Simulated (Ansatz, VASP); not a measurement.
# One calculation of Zr, two programs

Contents of INCAR:

```
  PREC = Accurate
  ENCUT = 520
  EDIFF = 1E-6
  ISMEAR = -1
  SIGMA = 0.1
  LREAL = False
  LASPH = True
  NELM = 100
  ALGO = Normal
  ISIF = 2
  LWAVE = False
  LCHARG = False
  GGA = PE
  NBANDS = 12
```

KPOINTS

```
regular mesh
0
Gamma
  20 20 20
```

Contents of POSCAR:

```
Zr
1.0
    0.0000000000      2.2937304853      2.2937304853
    2.2937304853      0.0000000000      2.2937304853
    2.2937304853      2.2937304853      0.0000000000
Zr
1
Direct
    0.0000000000      0.0000000000      0.0000000000
```

Input for Ansatz:

```yaml
crystal:
  lattice:
    - [0.0, 2.2937304853, 2.2937304853]
    - [2.2937304853, 0.0, 2.2937304853]
    - [2.2937304853, 2.2937304853, 0.0]
  atoms:
    - { symbol: Zr, position: [0.0, 0.0, 0.0] }
hamiltonian:
  xc: pbe
  pseudopotentials:
    kind: paw
    azcp:
      Zr: "pseudopotentials/Zr.paw.azcp"
basis:
  ecutwfc: 420
  fft_grid_basis: typed
kpoints:
  mp_grid: { grid: [20, 20, 20], shift: [0, 0, 0] }
magnetization:
  spin_polarized: false
scf:
  occupations: { method: fermi_dirac, width: 0.1 }
output:
  stress: true
```

Alike in both runs: task single point; functional PBE; k mesh 20 × 20 × 20; occupations fermi-dirac, width 0.1 eV; no spin polarisation.

```csv
,VASP,Ansatz
version,VASP 6.6.1,Ansatz 0.2.0
potentials or method,"VASP PAW PBE potentials, release 64 (Zr_sv), cutoff 520 eV","plane waves (420 eV) with PAW, scalar-relativistic"
valence electrons in the cell,12,12
```

```tsv
	VASP	Ansatz	Ansatz less VASP
pressure (GPa)	-3.1	-3.2	-0.02
```

The functional is the same, so the differences come from potentials, cutoffs and numerics.
